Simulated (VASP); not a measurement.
# Nb (R-3m) in VASP: further runs

Runs on Nb. Level: PBE. Tasks: electric field gradients.

All numbers are computed with VASP 6.6.1; they aren't measurements. Logs are shortened: lines on timing, memory, paths and dates and some standing lists are left out, and cuts for length are marked.

## 1. The cell of the first run

It takes space group R-3m (No. 166, trigonal). Conventional cell: a = 4.753 Å, b = 4.753 Å, c = 2.824 Å, α = 90.00°, β = 90.00°, γ = 120.00°. Nb (site symmetry -3m) has 14 Nb at 2.82 to 3.33 Å within 3.7 Å.

## 2. Electric field gradients, PBE (equal xy, yz and zx shear strains of -2 %)

The input, INCAR:

```
SYSTEM = Nb
PREC     = Accurate       ! precision mode
ENCUT    = 520            ! plane-wave cutoff, eV
EDIFF    = 1E-8           ! SCF threshold, eV
ISMEAR   = -1             ! smearing method
SIGMA    = 0.05           ! smearing width, eV
LREAL    = .False.        ! projectors in reciprocal space
LASPH    = .True.         ! aspherical terms in the spheres
NELM     = 60             ! most SCF steps
ALGO     = Normal         ! electronic algorithm
ISIF     = 2              ! what is computed and relaxed
LWAVE    = .False.        ! write WAVECAR
LCHARG   = .False.        ! write CHGCAR
GGA      = PE             ! functional
LEFG     = .True.       
NBANDS   = 12             ! bands
```

The input, KPOINTS:

```
Automatic mesh
0
Gamma
  14 14 14
  0 0 0
```

The input, POSCAR:

```
Nb
1.0
   -1.6972290000      1.6639500000      1.6639500000
    1.6639500000     -1.6972290000      1.6639500000
    1.6639500000      1.6639500000     -1.6972290000
Nb
1
Direct
    0.0000000000      0.0000000000      0.0000000000
```

Potentials or basis: VASP PAW PBE potentials, release 64 (Nb_sv).

On the command line:

```
> cat potpaw_PBE.64/Nb_sv/POTCAR > POTCAR
> mpirun -np 1 vasp_std > vasp.out
```

OUTCAR:

```text
SYSTEM = Nb
   PREC = Accurate
   ENCUT = 520
   EDIFF = 1E-8
   ISMEAR = -1
   LREAL = .False.
   LASPH = .True.
   NELM = 60
   ISIF = 2
   GGA = PE

 ion  position               nearest neighbor table
   1  0.000  0.000  0.000-

  LATTYP: Found a trigonal (rhomboedric) cell.
 ALAT       =     2.9013868207
 COS(alpha) =    -0.3420602552

  Lattice vectors:

 A1 = (  -1.6972290000,   1.6639500000,   1.6639500000)
 A2 = (   1.6639500000,  -1.6972290000,   1.6639500000)
 A3 = (   1.6639500000,   1.6639500000,  -1.6972290000)

Analysis of symmetry for initial positions (statically):
=====================================================================
 Subroutine PRICEL returns:
 Original cell was already a primitive cell.

 Routine SETGRP: Setting up the symmetry group for a
 trigonal (rhombohedral) supercell.

 Subroutine GETGRP returns: Found 12 space group operations
 (whereof 12 operations were pure point group operations)
 out of a pool of 12 trial point group operations.

The static configuration has the point symmetry D_3d.

Analysis of symmetry for dynamics (positions and initial velocities):
=====================================================================
 Subroutine PRICEL returns:
 Original cell was already a primitive cell.

 Routine SETGRP: Setting up the symmetry group for a
 trigonal (rhombohedral) supercell.

 Subroutine GETGRP returns: Found 12 space group operations
 (whereof 12 operations were pure point group operations)
 out of a pool of 12 trial point group operations.

The dynamic configuration has the point symmetry D_3d.

 Subroutine INISYM returns: Found 12 space group operations
 (whereof 12 operations are pure point group operations),
 and found     1 'primitive' translations

----------------------------------------------------------------------------------------

                                     Primitive cell

  volume of cell :      18.4225

  direct lattice vectors                    reciprocal lattice vectors
    -1.697229000  1.663950000  1.663950000     0.006071728  0.303586379  0.303586379
     1.663950000 -1.697229000  1.663950000     0.303586379  0.006071728  0.303586379
     1.663950000  1.663950000 -1.697229000     0.303586379  0.303586379  0.006071728

  length of vectors
     2.901386821  2.901386821  2.901386821     0.429378907  0.429378907  0.429378907

  position of ions in fractional coordinates (direct lattice)
     0.000000000  0.000000000  0.000000000

  ion indices of the primitive-cell ions
   primitive index   ion index
                 1           1

----------------------------------------------------------------------------------------

 KPOINTS: Automatic mesh

Automatic generation of k-mesh.
 Grid dimensions read from file:
 generate k-points for:   14   14   14

 Generating k-lattice:

  Cartesian coordinates                     Fractional coordinates (reciprocal lattice)
     0.000433695  0.021684741  0.021684741     0.071428571  0.000000000  0.000000000
     0.021684741  0.000433695  0.021684741     0.000000000  0.071428571  0.000000000
     0.021684741  0.021684741  0.000433695    -0.000000000 -0.000000000  0.071428571

  Length of vectors
     0.030669922  0.030669922  0.030669922

  Shift w.r.t. Gamma in fractional coordinates (k-lattice)
     0.000000000  0.000000000  0.000000000

 Subroutine IBZKPT returns following result:
 ===========================================

 Found    288 irreducible k-points:

 Following reciprocal coordinates:
            Coordinates               Weight
  0.000000  0.000000  0.000000      1.000000
  0.071429  0.000000  0.000000      6.000000
  0.142857  0.000000  0.000000      6.000000
  0.214286  0.000000  0.000000      6.000000
  0.285714 -0.000000 -0.000000      6.000000
  0.357143  0.000000  0.000000      6.000000
[... 16 lines left out ...]
  0.214286  0.142857 -0.000000     12.000000
  0.285714  0.142857 -0.000000     12.000000
 [... further k-points ...]
   k-points           NKPTS =    288   k-points in BZ     NKDIM =    288   number of bands    NBANDS=     12
   number of dos      NEDOS =    301   number of ions     NIONS =      1
   total plane-waves  NPLWV =  13824
   dimension x,y,z NGX =    24 NGY =   24 NGZ =   24
   dimension x,y,z NGXF=    48 NGYF=   48 NGZF=   48
   ions per type =               1
   NGX,Y,Z   is equivalent  to a cutoff of  13.75, 13.75, 13.75 a.u.
   NGXF,Y,Z  is equivalent  to a cutoff of  27.50, 27.50, 27.50 a.u.
 SYSTEM =  Nb
   PREC   = accura    normal or accurate (medium, high low for compatibility)
   ISTART =      0    job   : 0-new  1-cont  2-samecut
   ICHARG =      2    charge: 1-file 2-atom 10-const
   ISPIN  =      1    spin polarized calculation?
   LNONCOLLINEAR =      F non collinear calculations
   LSORBIT =      F    spin-orbit coupling
   LASPH  =      T    aspherical Exc in radial PAW
   ENCUT  =  520.0 eV  38.22 Ry    6.18 a.u.   5.39  5.39  5.39*2*pi/ulx,y,z
   NELM   =     60;   NELMIN=  2; NELMDL= -5     # of ELM steps
   EDIFF  = 0.1E-07   stopping-criterion for ELM
   LREAL  =      F    real-space projection
   EDIFFG = 0.1E-06   stopping-criterion for IOM
   NSW    =      0    number of steps for IOM
   IBRION =     -1    ionic relax: 0-MD 1-quasi-New 2-CG
   NFREE  =      0    steps in history (QN), initial steepest desc. (CG)
   ISIF   =      2    stress and relaxation
   ISYM   =      2    0-nonsym 1-usesym 2-fastsym
   POTIM  = 0.5000    time-step for ionic-motion
   TEBEG  =    0.0;   TEEND  =   0.0 temperature during run
   PSTRESS=    0.0 pullay stress
   NELECT =      13.0000    total number of electrons
   NUPDOWN=      -1.0000    fix difference up-down
   EMIN   =  10.00;   EMAX   =-10.00  energy-range for DOS
   EFERMI =   0.00;   METHOD = LEGACY
   ISMEAR =    -1;   SIGMA  =   0.05  broadening in eV -4-tet -1-fermi 0-gaus
   EFERMI_NEDOS =   21; number of points for ismear=-14 and -15
   IALGO  =     38    algorithm
   IMIX   =      4    mixing-type and parameters
     AMIX     =   0.40;   BMIX     =  1.00
     AMIX_MAG =   1.60;   BMIX_MAG =  1.00
  volume/ion in A,a.u.               =      18.42       124.32
  Fermi-wavevector in a.u.,A,eV,Ry     =   1.457492  2.754260 28.902610  2.124282
  Thomas-Fermi vector in A             =   2.574287
   LORBIT       =      0    0 simple, 1 ext, 2 COOP (PROOUT), +10 PAW based schemes
   GGA     = PE    functional components
   LHFCALC =     F    Hartree Fock is set to
   AEXX    =    0.0000 exact exchange contribution
   IVDW    =     0    specifies the selected vdW correction
   LEPSILON=     F    determine dielectric tensor
   LRPA    =     F    only Hartree local field effects (RPA)
 non-spin polarized calculation
  energy-cutoff  :      520.00
  volume of cell :       18.42
 maximum number of plane-waves:       513
 NGX is ok and might be reduce to    24
   NGX = 11   NGY = 11   NGZ = 11

 number of electron      13.0000000 magnetization

 Free energy of the ion-electron system (eV)
  ---------------------------------------------------
  ext. energy  EPLUGINS =         0.00000000
  ---------------------------------------------------
  free energy    TOTEN  =       -10.21710273 eV

  energy without entropy =      -10.20394532  energy(sigma->0) =      -10.21052402

 E-fermi :  10.8706     XC(G=0): -12.3838

 val. band max:       10.8691544437   @ k =   0.4286   0.1429   0.1429
 cond. band min:      10.8727108214   @ k =  -0.1429   0.2143   0.0714
 fundamental gap:      0.0035563777
 Fermi energy:        10.8706495205

 k-point     1 :       0.0000    0.0000    0.0000
  band No.  band energies     occupation
      1     -43.5355      2.00000
      2     -18.9100      2.00000
      3     -18.9100      2.00000
      4     -18.8102      2.00000
      5       4.9656      2.00000
      6      10.9478      0.35226
      7      11.3648      0.00010
      8      11.3648      0.00010
      9      14.0974      0.00000
     10      14.0974      0.00000
     11      24.7004      0.00000
     12      25.1933      0.00000

 k-point     2 :       0.0714    0.0000    0.0000
  band No.  band energies     occupation
      1     -43.5239      2.00000
      2     -18.9485      2.00000
      3     -18.9100      2.00000
      4     -18.8645      2.00000
      5       5.1748      2.00000
      6      11.0627      0.04205
      7      11.2351      0.00136
      8      11.4460      0.00002
      9      13.8716      0.00000
     10      14.0843      0.00000
     11      24.9221      0.00000
     12      25.5237      0.00000
[... 316 lines left out ...]
 k-point    24 :       0.2857    0.1429   -0.0000
  band No.  band energies     occupation
      1     -43.3231      2.00000
      2     -19.9509      2.00000
      3     -19.2658      2.00000
      4     -18.9814      2.00000
      5       7.9353      2.00000
      6       9.6358      2.00000
      7      10.8044      1.57980
      8      13.5559      0.00000
      9      14.6467      0.00000
     10      16.5350      0.00000
     11      23.7088      0.00000
     12      24.8371      0.00000

 [... further k-points ...]
[... 5 lines left out ...]
  --------------------------------------------------------------------------------------
  -------------------------------------------------------------------------------------
  Total       -0.2993621     -0.2993621     -0.2993621     -0.0176810     -0.0176810     -0.0176810
  in kB      -26.0350121    -26.0350121    -26.0350121     -1.5376847     -1.5376847     -1.5376847
  external PRESSURE =     -26.0350121 kB  Pullay stress =       0.0000000 kB

 VOLUME and BASIS-vectors are now :
 -----------------------------------------------------------------------------
  energy-cutoff  :      520.00
  volume of cell :       18.42
      direct lattice vectors                 reciprocal lattice vectors
    -1.697229000  1.663950000  1.663950000     0.006071728  0.303586379  0.303586379
     1.663950000 -1.697229000  1.663950000     0.303586379  0.006071728  0.303586379
     1.663950000  1.663950000 -1.697229000     0.303586379  0.303586379  0.006071728

 POSITION                                       TOTAL-FORCE (eV/Angst)
 -----------------------------------------------------------------------------------
      0.00000      0.00000      0.00000         0.000000     -0.000000      0.000000
 -----------------------------------------------------------------------------------
    total drift:                                0.000000      0.000000     -0.000000

  FREE ENERGIE OF THE ION-ELECTRON SYSTEM (eV)
  ---------------------------------------------------
  free  energy   TOTEN  =       -10.2171027303 eV

  energy  without entropy=      -10.2039453190  energy(sigma->0) =      -10.21052402

 Electric field gradients (V/A^2)
---------------------------------------------------------------------
 ion       V_xx      V_yy      V_zz      V_xy      V_xz      V_yz
---------------------------------------------------------------------
   1      -0.000     0.000    -0.000    11.276    11.276    11.276
---------------------------------------------------------------------

 Electric field gradients after diagonalization (V/A^2)
 (convention: |V_zz| > |V_xx| > |V_yy|)
----------------------------------------------------------------------
 ion       V_xx      V_yy      V_zz     asymmetry (V_yy - V_xx)/ V_zz
----------------------------------------------------------------------
   1     -11.276   -11.276    22.552       0.000
----------------------------------------------------------------------

           NMR quadrupolar parameters

 Cq : quadrupolar parameter    Cq=e*Q*V_zz/h
 eta: asymmetry parameters     (V_yy - V_xx)/ V_zz
 Q  : nuclear electric quadrupole moment in mb (millibarn)
----------------------------------------------------------------------
 ion       Cq(MHz)       eta       Q (mb)
----------------------------------------------------------------------
   1       0.055       0.000       1.000
----------------------------------------------------------------------
```

Run time: 79 s. Hardware: 1 thread of Intel Xeon 8259CL, shared host; peak memory 0.19 GiB.

What came out:

| Item | Value |
| --- | --- |
| Free energy | -10.2171 eV |
| Pressure | -2.6 GPa |

Stress tensor (GPa, compression positive):
```
-2.60 -0.15 -0.15
-0.15 -2.60 -0.15
-0.15 -0.15 -2.60
```

Levels at points of the mesh, in eV from the Fermi level:
```csv
k point,band 5,band 6,band 7,band 8,band 9,band 10
"(0.00, 0.00, 0.00)",-5.91,0.08,0.49,0.49,3.23,3.23
"(0.50, 0.00, 0.00)",-3.64,-1.56,2.33,3.12,3.74,6.28
"(0.50, 0.50, 0.00)",-3.63,-1.65,2.02,3.34,4.02,6.08
"(0.50, 0.50, 0.50)",-3.60,-3.60,5.27,5.27,5.78,8.77
```

Electric field gradients, principal values (V/Å²):
```csv
atom,least,middle,greatest (by size)
1 Nb,-11.276,-11.276,22.552
```

Caveat: the cell differs from its parent crystal (equal xy, yz and zx shear strains of -2 %); without QUAD_EFG the Cq values of the log hold for a quadrupole moment of 1 mb, not for the nuclei.

(Part 1 of 2 ends here.)
